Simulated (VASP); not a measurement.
# AgBr (Fm-3m) in VASP: further runs, part 2 of 2

VASP 6.6.1. Earlier steps stand in the parts before.

## (3) Single point, PBEsol, non-collinear spin, zero start, spin-orbit coupling

This run uses another cell than the first one, of 22.05 Å³/atom, 1.030 times its volume.

File INCAR:

```
SYSTEM = AgBr
  ALGO = Normal
  EDIFF = 1E-6
  ENCUT = 500
  GGA = PS
  GGA_COMPAT = .FALSE.
  ISIF = 2
  ISMEAR = -1
  LASPH = .TRUE.
  LCHARG = .FALSE.
  LMAXMIX = 4
  LORBIT = 11
  LORBMOM = .TRUE.
  LREAL = .FALSE.
  LSORBIT = .TRUE.
  LWAVE = .FALSE.
  MAGMOM = 0 0 0 0 0 0
  NBANDS = 30
  NELM = 200
  PREC = Accurate
  SIGMA = 0.01
```

File KPOINTS:

```
k-points
0
G
  8 8 8
  0 0 0
```

File POSCAR:

```
AgBr
1.0
    2.8043637235      2.8043637235      0.0000000000
   -2.8043637235      2.8043637235      0.0000000000
    0.0000000000      2.8043637235      2.8043637235
Ag Br
1 1
Direct
    0.0000000000      0.0000000000      0.0000000000
    0.5000000000      0.5000000000      0.0000000000
```

Potentials or basis: VASP PAW PBE potentials, release 64 (Ag, Br).

The run is started by

```console
cat potpaw_PBE.64/Ag/POTCAR potpaw_PBE.64/Br/POTCAR > POTCAR
mpirun -np 1 vasp_ncl > vasp.out
```

Run time: 37 s. Hardware: 1 thread of Intel Xeon 6975P-C (Granite Rapids), shared host; peak memory 0.3 GiB.

It converged, with:

- Free energy: -5.7378 eV
- Pressure: 2.0 GPa
- Net moment: 0.00 μB per cell
- Valence electrons inside the program's atomic spheres: Ag 9.77; Br 4.82

Moments on the atoms (μB; x, y, z):
```
Ag  0.00 0.00 0.00
Br  0.00 0.00 0.00
```

Caveat: the PAW data sets were made with another functional, which shifts forces and pressure a little.

## (4) Single point, PBEsol, non-collinear spin, zero start, spin-orbit coupling

This run uses another cell than the first one, of 22.85 Å³/atom, 1.067 times its volume.

File INCAR:

```
PREC = Accurate ; ENCUT = 500
EDIFF = 1E-6 ; ISMEAR = -1
SIGMA = 0.01 ; LREAL = F
LASPH = T ; NELM = 200
ALGO = Normal ; ISIF = 2
LWAVE = F ; LCHARG = T
LNONCOLLINEAR = T ; MAGMOM = 0 0 0 0 0 0
LORBIT = 11 ; LSORBIT = T
GGA_COMPAT = F ; LORBMOM = T
LMAXMIX = 4 ; GGA = PS
LVHAR = T ; NBANDS = 30
```

File KPOINTS:

```
regular mesh
0
Gamma
  8 8 8
```

File POSCAR:

```
AgBr
1.0
    2.8376951687      2.8376951687      0.0000000000
   -2.8376951687      2.8376951687      0.0000000000
    0.0000000000      2.8376951687      2.8376951687
Ag Br
1 1
Direct
    0.0000000000      0.0000000000      0.0000000000
    0.5000000000      0.5000000000      0.0000000000
```

Potentials or basis: VASP PAW PBE potentials, release 64 (Ag, Br).

The run is started by

```console
cat potpaw_PBE.64/Ag/POTCAR potpaw_PBE.64/Br/POTCAR > POTCAR
mpirun -np 1 vasp_ncl > vasp.out
```

OUTCAR:

```text
PREC = Accurate
   ENCUT = 500
   EDIFF = 1E-6
   ISMEAR = -1
   LREAL = F
   LASPH = T
   NELM = 200
   ISIF = 2
   LNONCOLLINEAR = T
   LORBIT = 11
   LSORBIT = T
   GGA = PS

 ion  position               nearest neighbor table
   1  0.000  0.000  0.000-   2 2.84   2 2.84   2 2.84   2 2.84   2 2.84   2 2.84
   2  0.500  0.500  0.000-   1 2.84   1 2.84   1 2.84   1 2.84   1 2.84   1 2.84

  LATTYP: Found a face centered cubic cell.
 ALAT       =     5.6753903374

  Lattice vectors:

 A1 = (   0.0000000000,   2.8376951687,   2.8376951687)
 A2 = (   2.8376951687,   0.0000000000,   2.8376951687)
[... 1086 lines left out ...]
     0.0000004     0.0000004    -0.0000114     0.0000000    -0.0000038
    -0.0000152    -0.0000038     0.0000000    -0.0000038     0.0000000
 l=   3
     0.0000000     0.0000000     0.0000000     0.0000000     0.0000000     0.0000000     0.0000000
     0.0000000     0.0000000     0.0000000     0.0000000     0.0000000     0.0000000     0.0000000
     0.0000000     0.0000000     0.0000000     0.0000000     0.0000000     0.0000000     0.0000000
     0.0000000     0.0000000     0.0000000     0.0000000     0.0000000     0.0000000     0.0000000
     0.0000000     0.0000000     0.0000000     0.0000000     0.0000000     0.0000000     0.0000000
     0.0000000     0.0000000     0.0000000     0.0000000     0.0000000     0.0000000     0.0000000
     0.0000000     0.0000000     0.0000000     0.0000000     0.0000000     0.0000000     0.0000000

 total charge

# of ion       s       p       d       tot
------------------------------------------
    1        0.240   0.169   9.337   9.747
    2        1.610   3.171   0.032   4.812
--------------------------------------------------
tot          1.850   3.340   9.369  14.559

 magnetization (x)

# of ion       s       p       d       tot
------------------------------------------
    1        0.000   0.000   0.000   0.000
    2        0.000   0.000   0.000   0.000
--------------------------------------------------
tot          0.000   0.000   0.000   0.000

 magnetization (y)

# of ion       s       p       d       tot
------------------------------------------
    1        0.000   0.000  -0.000   0.000
    2        0.000  -0.000   0.000  -0.000
--------------------------------------------------
tot          0.000  -0.000  -0.000   0.000

 magnetization (z)

# of ion       s       p       d       tot
------------------------------------------
    1       -0.000  -0.000  -0.000  -0.000
    2        0.000   0.000  -0.000   0.000
--------------------------------------------------
tot         -0.000  -0.000  -0.000  -0.000
```

OSZICAR:

```text
N       E                     dE             d eps       ncg     rms          rms(c)
DAV:   1     0.112568783767E+03    0.11257E+03   -0.81491E+03  1748   0.106E+03
DAV:   2    -0.532219253682E-02   -0.11257E+03   -0.10579E+03  1942   0.245E+02
DAV:   3    -0.583253800175E+01   -0.58272E+01   -0.57851E+01  2022   0.560E+01
DAV:   4    -0.587675780396E+01   -0.44220E-01   -0.44208E-01  1970   0.525E+00
DAV:   5    -0.587716103592E+01   -0.40323E-03   -0.40322E-03  2028   0.487E-01    0.731E+00
DAV:   6    -0.574984448205E+01    0.12732E+00   -0.27538E-01  2032   0.774E+00    0.479E+00
DAV:   7    -0.574815432448E+01    0.16902E-02   -0.65329E-02  1992   0.174E+00    0.195E+00
DAV:   8    -0.574726294207E+01    0.89138E-03   -0.42906E-03  1944   0.763E-01    0.703E-01
DAV:   9    -0.574717108107E+01    0.91861E-04   -0.28807E-04  2026   0.162E-01    0.151E-01
DAV:  10    -0.574716111699E+01    0.99641E-05   -0.11475E-04  1958   0.141E-01    0.259E-02
DAV:  11    -0.574716645636E+01   -0.53394E-05   -0.12131E-05  1994   0.507E-02    0.878E-03
DAV:  12    -0.574716742475E+01   -0.96840E-06   -0.23479E-06  1926   0.134E-02
   1 F= -.57471674E+01 E0= -.57471674E+01  d E =-.316330E-11  mag=    -0.0000     0.0000     0.0000
```

stdout:

```text
POSCAR found type information on POSCAR AgBr
 POSCAR found :  2 types and       2 ions
 scaLAPACK will be used
 -----------------------------------------------------------------------------
|                                                                             |
|                                                                             |
|     You enforced a specific xc type in the INCAR file but a different       |
|     I HOPE YOU KNOW WHAT YOU ARE DOING!                                     |
|                                                                             |
 -----------------------------------------------------------------------------

 LDA part: xc-table for (Slater+PW92), standard interpolation
 POSCAR, INCAR and KPOINTS ok, starting setup
 FFT: planning ... GRIDC
 FFT: planning ... GRID_SOFT
 FFT: planning ... GRID
 WAVECAR not read
 entering main loop
```

It took 35 s on 1 thread of Intel Xeon 6975P-C (Granite Rapids), shared host; peak memory 0.3 GiB.

What came out:

| Property | Result |
| --- | --- |
| Free energy | -5.7472 eV |
| Pressure | -0.1 GPa |
| Net moment | 0.00 μB per cell |
| Valence electrons inside the program's atomic spheres | Ag 9.75; Br 4.81 |

Moments on the atoms (μB; x, y, z):
```
Ag  0.00 0.00 0.00
Br  0.00 0.00 0.00
```

Caveat: the PAW data sets were made with another functional, which shifts forces and pressure a little.

## (5) Single point, PBEsol, non-collinear spin, zero start, spin-orbit coupling

This run uses another cell than the first one, of 23.86 Å³/atom, 1.114 times its volume.

File INCAR:

```
SYSTEM = AgBr
  PREC = Accurate
  ENCUT = 500
  EDIFF = 1E-6
  ISMEAR = -1
  SIGMA = 0.01
  LREAL = .FALSE.
  LASPH = .TRUE.
  NELM = 200
  ALGO = Normal
  ISIF = 2
  LWAVE = .FALSE.
  LCHARG = .TRUE.
  MAGMOM = 0 0 0 0 0 0
  LORBIT = 11
  LSORBIT = .TRUE.
  GGA_COMPAT = .FALSE.
  LORBMOM = .TRUE.
  LMAXMIX = 4
  GGA = PS
  LVHAR = .TRUE.
  NBANDS = 30
```

File KPOINTS:

```
regular mesh
0
G
  8 8 8
  0 0 0
```

File POSCAR:

```
AgBr
1.0
    2.8789632817      2.8789632817      0.0000000000
   -2.8789632817      2.8789632817      0.0000000000
    0.0000000000      2.8789632817      2.8789632817
Ag Br
1 1
Direct
    0.0000000000      0.0000000000      0.0000000000
    0.5000000000      0.5000000000      0.0000000000
```

The run is started by

```console
cat potpaw_PBE.64/Ag/POTCAR potpaw_PBE.64/Br/POTCAR > POTCAR
mpirun -np 1 vasp_ncl > vasp.out
```

Wall time 35 s (1 thread of Intel Xeon 6975P-C (Granite Rapids), shared host); peak memory 0.3 GiB.

The run converged. Its results:

```yaml
Free_energy: -5.7334 eV
Pressure: -2.1 GPa
Net_moment: 0.00 μB per cell
Valence_electrons_inside_the_program's_atomic_spheres: Ag 9.72; Br 4.80
```

Moments on the atoms (μB; x, y, z):
```
Ag  0.00 0.00 0.00
Br  0.00 0.00 0.00
```

Caveat: the PAW data sets were made with another functional, which shifts forces and pressure a little.

## (6) Summary

```csv
cell,pressure (GPa),moment (μB)
"a = 3.928 Å, angles 60.0, 60.0, 90.0°, 2 atoms",3.9,0.00
"a = 3.966 Å, angles 60.0, 60.0, 90.0°, 2 atoms",2.0,0.00
"a = 4.013 Å, angles 60.0, 60.0, 90.0°, 2 atoms",-0.1,0.00
"a = 4.071 Å, angles 60.0, 60.0, 90.0°, 2 atoms",-2.1,0.00
```

Alike in all rows: task single point; level PBEsol; potentials or basis VASP PAW PBE potentials, release 64 (Ag, Br); spin non-collinear, zero start, SOC; k mesh 8 × 8 × 8; cutoff (eV) 500; smearing fermi-dirac 0.01 eV.

Caveats: the PAW data sets were made with another functional, which shifts forces and pressure a little.

Absolute energies hang on the potentials; compare differences alone.
